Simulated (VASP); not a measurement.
# Pt (P4/mmm) in VASP: single point with LDA

Aim: the single point of Pt with LDA.

All numbers are computed with VASP 6.6.1; they aren't measurements. Logs are shortened: lines on timing, memory, paths and dates and some standing lists are left out, and cuts for length are marked.

**1. The cell of the first run**

Symmetry: P4/mmm, No. 123, tetragonal system. Conventional cell: a = 2.971 Å, b = 2.971 Å, c = 3.825 Å, α = 90.00°, β = 90.00°, γ = 90.00°. Within 3.9 Å of Pt (site symmetry 4/mmm) lie 6 Pt at 2.97 to 3.83 Å.

**2. Single point, LDA**

The input, INCAR:

```
SYSTEM = Pt
  PREC = Accurate
  ENCUT = 520
  EDIFF = 1E-6
  ISMEAR = -1
  SIGMA = 0.1
  LREAL = .False.
  LASPH = .True.
  NELM = 80
  ALGO = Normal
  ISIF = 2
  LWAVE = .False.
  LCHARG = .True.
  LELF = .True.
  LVHAR = .True.
  NBANDS = 11
```

The input, KPOINTS:

```
regular mesh
0
Gamma
  10 10 8
  0 0 0
```

The input, POSCAR:

```
Pt
1.0
    2.9710000000      0.0000000000      0.0000000000
    0.0000000000      2.9710000000      0.0000000000
    0.0000000000      0.0000000000      3.8250000000
Pt
1
Direct
    0.5000000000      0.5000000000      0.5000000000
```

Potentials or basis: VASP PAW LDA potentials, release 64 (Pt).

Started as:

```sh
cat potpaw_LDA.64/Pt/POTCAR > POTCAR
mpirun -np 1 vasp_std > vasp.out
```

OUTCAR:

```text
SYSTEM = Pt
   PREC = Accurate
   ENCUT = 520
   EDIFF = 1E-6
   ISMEAR = -1
   LREAL = .False.
   LASPH = .True.
   NELM = 80
   ISIF = 2

 ion  position               nearest neighbor table
   1  0.500  0.500  0.500-

  LATTYP: Found a simple tetragonal cell.
 ALAT       =     2.9710000000
 C/A-ratio  =     1.2874453046

  Lattice vectors:

 A1 = (   2.9710000000,   0.0000000000,   0.0000000000)
 A2 = (   0.0000000000,   2.9710000000,   0.0000000000)
 A3 = (   0.0000000000,   0.0000000000,   3.8250000000)

Analysis of symmetry for initial positions (statically):
=====================================================================
 Subroutine PRICEL returns:
 Original cell was already a primitive cell.

 Routine SETGRP: Setting up the symmetry group for a
 simple tetragonal supercell.

 Subroutine GETGRP returns: Found 16 space group operations
 (whereof 16 operations were pure point group operations)
 out of a pool of 16 trial point group operations.

The static configuration has the point symmetry D_4h.

Analysis of symmetry for dynamics (positions and initial velocities):
=====================================================================
 Subroutine PRICEL returns:
 Original cell was already a primitive cell.

 Routine SETGRP: Setting up the symmetry group for a
 simple tetragonal supercell.

 Subroutine GETGRP returns: Found 16 space group operations
 (whereof 16 operations were pure point group operations)
 out of a pool of 16 trial point group operations.

The dynamic configuration has the point symmetry D_4h.

 Subroutine INISYM returns: Found 16 space group operations
 (whereof 16 operations are pure point group operations),
 and found     1 'primitive' translations

----------------------------------------------------------------------------------------

                                     Primitive cell

  volume of cell :      33.7627

  direct lattice vectors                    reciprocal lattice vectors
     2.971000000  0.000000000  0.000000000     0.336587008  0.000000000  0.000000000
     0.000000000  2.971000000  0.000000000     0.000000000  0.336587008  0.000000000
     0.000000000  0.000000000  3.825000000     0.000000000  0.000000000  0.261437908

  length of vectors
     2.971000000  2.971000000  3.825000000     0.336587008  0.336587008  0.261437908

  position of ions in fractional coordinates (direct lattice)
     0.500000000  0.500000000  0.500000000

  ion indices of the primitive-cell ions
   primitive index   ion index
                 1           1

[... 76 lines left out ...]
   NFREE  =      0    steps in history (QN), initial steepest desc. (CG)
   ISIF   =      2    stress and relaxation
   ISYM   =      2    0-nonsym 1-usesym 2-fastsym
   POTIM  = 0.5000    time-step for ionic-motion
   TEBEG  =    0.0;   TEEND  =   0.0 temperature during run
   PSTRESS=    0.0 pullay stress
   NELECT =      10.0000    total number of electrons
   NUPDOWN=      -1.0000    fix difference up-down
   EMIN   =  10.00;   EMAX   =-10.00  energy-range for DOS
   EFERMI =   0.00;   METHOD = LEGACY
   ISMEAR =    -1;   SIGMA  =   0.10  broadening in eV -4-tet -1-fermi 0-gaus
   EFERMI_NEDOS =   21; number of points for ismear=-14 and -15
   IALGO  =     38    algorithm
   IMIX   =      4    mixing-type and parameters
     AMIX     =   0.40;   BMIX     =  1.00
     AMIX_MAG =   1.60;   BMIX_MAG =  1.00
  volume/ion in A,a.u.               =      33.76       227.84
  Fermi-wavevector in a.u.,A,eV,Ry     =   1.091263  2.062187 16.202552  1.190854
  Thomas-Fermi vector in A             =   2.227504
   LORBIT       =      0    0 simple, 1 ext, 2 COOP (PROOUT), +10 PAW based schemes
   GGA     = CA    functional components
   LHFCALC =     F    Hartree Fock is set to
   AEXX    =    0.0000 exact exchange contribution
   IVDW    =     0    specifies the selected vdW correction
   LEPSILON=     F    determine dielectric tensor
   LRPA    =     F    only Hartree local field effects (RPA)
 non-spin polarized calculation
  energy-cutoff  :      520.00
  volume of cell :       33.76
 maximum number of plane-waves:       942
 NGX is ok and might be reduce to    24
   NGX = 11   NGY = 11   NGZ = 15

 number of electron      10.0000000 magnetization

 Free energy of the ion-electron system (eV)
  ---------------------------------------------------
  ext. energy  EPLUGINS =         0.00000000
  ---------------------------------------------------
  free energy    TOTEN  =        -4.55071988 eV

  energy without entropy =       -4.44243852  energy(sigma->0) =       -4.49657920

 E-fermi :   0.9342     XC(G=0):  -9.2327

 val. band max:        0.9337703700   @ k =   0.1000   0.1000   0.5000
 cond. band min:       0.9387900037   @ k =   0.3000   0.0000   0.1250
 fundamental gap:      0.0050196337
 Fermi energy:         0.9341883521

 k-point     1 :       0.0000    0.0000    0.0000
  band No.  band energies     occupation
      1      -3.6002      2.00000
      2      -2.0613      2.00000
      3      -0.9417      2.00000
      4       0.8697      1.31164
      5       0.8697      1.31164
      6       1.1784      0.16006
      7       8.3220      0.00000
      8      12.6343      0.00000
      9      15.0845      0.00000
     10      15.0845      0.00000
     11      19.1169      0.00000
[... 309 lines left out ...]
 k-point    24 :       0.2000    0.0000    0.1250
  band No.  band energies     occupation
      1      -2.7822      2.00000
      2      -1.4709      2.00000
      3      -0.6214      2.00000
      4       0.2552      1.99775
      5       0.7805      1.64596
      6       0.8955      1.19108
      7       8.1694      0.00000
      8      10.8151      0.00000
      9      14.4868      0.00000
     10      16.5043      0.00000
     11      18.6025      0.00000

 [... further k-points ...]
[... 5 lines left out ...]
  --------------------------------------------------------------------------------------
  -------------------------------------------------------------------------------------
  Total       -5.6456117     -5.6456117     -2.4087252      0.0000000      0.0000000      0.0000000
  in kB     -267.9074820   -267.9074820   -114.3039143      0.0000000      0.0000000      0.0000000
  external PRESSURE =    -216.7062927 kB  Pullay stress =       0.0000000 kB

 VOLUME and BASIS-vectors are now :
 -----------------------------------------------------------------------------
  energy-cutoff  :      520.00
  volume of cell :       33.76
      direct lattice vectors                 reciprocal lattice vectors
     2.971000000  0.000000000  0.000000000     0.336587008  0.000000000  0.000000000
     0.000000000  2.971000000  0.000000000     0.000000000  0.336587008  0.000000000
     0.000000000  0.000000000  3.825000000     0.000000000  0.000000000  0.261437908

 POSITION                                       TOTAL-FORCE (eV/Angst)
 -----------------------------------------------------------------------------------
      1.48550      1.48550      1.91250         0.000000      0.000000      0.000000
 -----------------------------------------------------------------------------------
    total drift:                                0.000000     -0.000000     -0.000000

  FREE ENERGIE OF THE ION-ELECTRON SYSTEM (eV)
  ---------------------------------------------------
  free  energy   TOTEN  =        -4.5507198765 eV

  energy  without entropy=       -4.4424385241  energy(sigma->0) =       -4.49657920
```

OSZICAR:

```text
N       E                     dE             d eps       ncg     rms          rms(c)
DAV:   1     0.368650094276E+02    0.36865E+02   -0.48014E+03  2366   0.785E+02
DAV:   2    -0.398746975623E+01   -0.40852E+02   -0.38537E+02  2526   0.143E+02
DAV:   3    -0.483905623737E+01   -0.85159E+00   -0.82772E+00  2791   0.194E+01
DAV:   4    -0.484336809793E+01   -0.43119E-02   -0.43107E-02  2568   0.164E+00
DAV:   5    -0.484343160941E+01   -0.63511E-04   -0.63511E-04  2706   0.212E-01    0.353E+00
DAV:   6    -0.455540618920E+01    0.28803E+00   -0.15759E+00  2430   0.779E+00    0.218E+00
DAV:   7    -0.455207792004E+01    0.33283E-02   -0.96816E-03  2571   0.917E-01    0.119E+00
DAV:   8    -0.455074100066E+01    0.13369E-02   -0.11700E-03  2586   0.246E-01    0.899E-02
DAV:   9    -0.455072567926E+01    0.15321E-04   -0.13371E-04  2673   0.551E-02    0.446E-02
DAV:  10    -0.455071932686E+01    0.63524E-05   -0.99685E-06  2550   0.147E-02    0.114E-02
DAV:  11    -0.455071987651E+01   -0.54965E-06   -0.10244E-06  2193   0.699E-03
   1 F= -.45507199E+01 E0= -.44965792E+01  d E =-.108281E+00
```

It took 30 s on 1 thread of Intel Xeon 8259CL, shared host; peak memory 0.16 GiB.

Results:

```yaml
Free_energy: -4.5507 eV
Pressure: -21.7 GPa
Band_gap_on_the_k_mesh: zero (band 5 reaches 1.99 eV, above the bottom of band 6 at 0.41 eV)
```

Levels at points of the mesh, in eV from the Fermi level:
```
           k point  band 2  band 3  band 4  band 5  band 6  band 7  band 8  band 9
(0.00, 0.00, 0.00)   -3.00   -1.88   -0.06   -0.06    0.24    7.39   11.70   14.15
(0.50, 0.00, 0.00)   -1.53   -1.25   -0.82    0.07    1.80    2.88   11.32   12.60
(0.50, 0.50, 0.00)   -1.22   -1.22   -0.79    1.05    5.40    5.40    6.32   11.15
(0.00, 0.00, 0.50)   -2.96   -0.22   -0.22    0.08    0.25    1.28   15.81   15.81
(0.50, 0.00, 0.50)   -2.08   -0.80   -0.05    0.07    3.17    3.89    4.93    9.53
(0.50, 0.50, 0.50)   -1.60   -1.60    0.14    1.06    6.79    6.79    7.91    8.70
```

Caveat: spin-orbit coupling is left out, which moves the levels of the heavy elements.
